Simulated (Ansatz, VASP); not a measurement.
**Ta in VASP and in Ansatz**

Contents of INCAR:

```
SYSTEM = Ta
PREC = Accurate
ENCUT = 520
EDIFF = 1E-7
ISMEAR = -1
SIGMA = 0.03
LREAL = .False.
LASPH = .True.
NELM = 100
ALGO = Normal
ISIF = 2
LWAVE = .False.
LCHARG = .True.
GGA = PE
LELF = .True.
LVHAR = .True.
NBANDS = 12
```

KPOINTS

```
regular mesh
0
Gamma
  13 13 13
  0 0 0
```

Contents of POSCAR:

```
Ta
1.0
    2.7044412442      0.0000000000      0.0000000000
    0.0000000000      2.7044412442      0.0000000000
    0.0000000000      0.0000000000      2.7044412442
Ta
1
Direct
    0.0000000000      0.0000000000      0.0000000000
```

Input for Ansatz:

```yaml
crystal:
  lattice:
    - [2.7044412442, 0.0, 0.0]
    - [0.0, 2.7044412442, 0.0]
    - [0.0, 0.0, 2.7044412442]
  atoms:
    - { symbol: Ta, position: [0.0, 0.0, 0.0] }
kpoints:
  mp_grid: { grid: [13, 13, 13] }
scf:
  occupations: { method: fermi_dirac, width: 0.03 }
hamiltonian:
  xc: pbe
  pseudopotentials: { kind: all_electron, lapw: { basis_error: 0.0005 } }
output:
  forces: true
  stress: true
  eigenvalues: true
```

Change from the starting cell: volume scaled by 0.96.

Alike in both runs: task single point; functional PBE; k mesh 13 × 13 × 13; occupations fermi-dirac, width 0.03 eV; no spin polarisation.

|  | VASP | Ansatz |
| --- | --- | --- |
| version | VASP 6.6.1 | Ansatz 0.2.0 |
| potentials or method | VASP PAW PBE potentials, release 64 (Ta_pv), cutoff 520 eV | all-electron LAPW, scalar-relativistic |

VASP gave:

```
pressure (GPa) : 6.5
```

**Question.** Estimate Ansatz's values.

**Answer.** Pressure (GPa): 6.2.

Ansatz ran all-electron here, and VASP with PAW potentials.

Spin-orbit coupling is off throughout.
